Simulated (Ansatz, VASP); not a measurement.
# Two plane-wave programs on ZrN

INCAR

```
ALGO = Normal ; EDIFF = 1E-6
ENCUT = 600 ; GGA = PE
GGA_COMPAT = F ; ISIF = 2
ISMEAR = 1 ; LASPH = T
LCHARG = F ; LREAL = F
LWAVE = F ; NBANDS = 16
NELM = 120 ; PREC = Accurate
SIGMA = 0.15
```

File KPOINTS:

```
k-points
0
Gamma
  11 11 11
```

Contents of POSCAR:

```
ZrN
1.0
    0.0000000000      2.3302666288      2.3302666288
    2.3302666288      0.0000000000      2.3302666288
    2.3302666288      2.3302666288      0.0000000000
Zr N
1 1
Direct
    0.5000000000      0.5000000000      0.5000000000
    0.0000000000      0.0000000000      0.0000000000
```

Input for Ansatz:

```yaml
crystal:
  lattice:
    - [0.0, 2.3302666287864073, 2.3302666287864073]
    - [2.3302666287864073, 0.0, 2.3302666287864073]
    - [2.3302666287864073, 2.3302666287864073, 0.0]
  atoms:
    - { symbol: Zr, position: [0.5, 0.5, 0.5] }
    - { symbol: "N", position: [0.0, 0.0, 0.0] }
basis:
  ecutwfc: 500.0
kpoints:
  mp_grid:
    grid: [11, 11, 11]
hamiltonian:
  xc: pbe
scf:
  occupations:
    method: methfessel_paxton
    width: 0.15
output:
  stress: true
```

Alike in both runs: task single point; functional PBE; k mesh 11 × 11 × 11; occupations methfessel-paxton of order 1, width 0.15 eV; no spin polarisation.

```csv
,VASP,Ansatz
version,VASP 6.6.1,Ansatz 0.2.0
potentials or method,"VASP PAW PBE potentials, release 64 (Zr_sv, N), cutoff 600 eV","plane waves, PAW"
valence electrons in the cell,17,17
```

```csv
,VASP,Ansatz,Ansatz less VASP
pressure (GPa),-9.6,-9.7,-0.10
```
